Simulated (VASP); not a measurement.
## Cr5Au: single point with r2SCAN

The system is Cr5Au.

```
Cr Au
1.0
     0.00000    3.40747    3.40747
     3.40747    0.00000    3.40747
     3.40747    3.40747    0.00000
Cr Au
5 1
Direct
  0.62500 0.62500 0.62500
  0.12500 0.62500 0.62500
  0.62500 0.62500 0.12500
  0.62500 0.12500 0.62500
  0.25000 0.25000 0.25000
  0.00000 0.00000 0.00000
```

```json
{
  "Program": "VASP 6.6.1",
  "Task": "single point",
  "Functional": "r2SCAN",
  "Potentials or basis": "VASP PAW PBE potentials, release 64 (Cr_pv, Au)",
  "Cutoff": "520 eV",
  "k mesh": "9 × 9 × 9",
  "Occupations": "fermi-dirac, width 0.0958 eV",
  "Spin": "no spin polarisation",
  "Dipole correction": "no",
  "Further INCAR settings": "ALGO = Normal; EDIFF = 1e-06; NBANDS = 44"
}
```

```
Pressure               : -12.8 GPa
Band gap on the k mesh : zero (an odd number of electrons rules out a gap without spin polarisation)
```

Levels at points of the mesh, in eV from the Fermi level:
```csv
k point,band 33,band 34,band 35,band 36,band 37,band 38,band 39,band 40
"(0.00, 0.00, 0.00)",-0.36,-0.27,-0.27,1.27,1.27,1.27,1.86,1.86
```

Run time: 8.7 min on 1 thread of Intel Xeon 8259CL, on a shared host, peak memory 0.25 GiB.

Caveat: the cell stands under tension; the PAW data sets were made with another functional, which shifts forces and pressure a little; spin-orbit coupling is left out, which moves the levels of the heavy elements; the run has no spin polarisation, though such a crystal can be magnetic. Spin polarisation is off, so any magnetic state and its effect on volume and gap are missing.
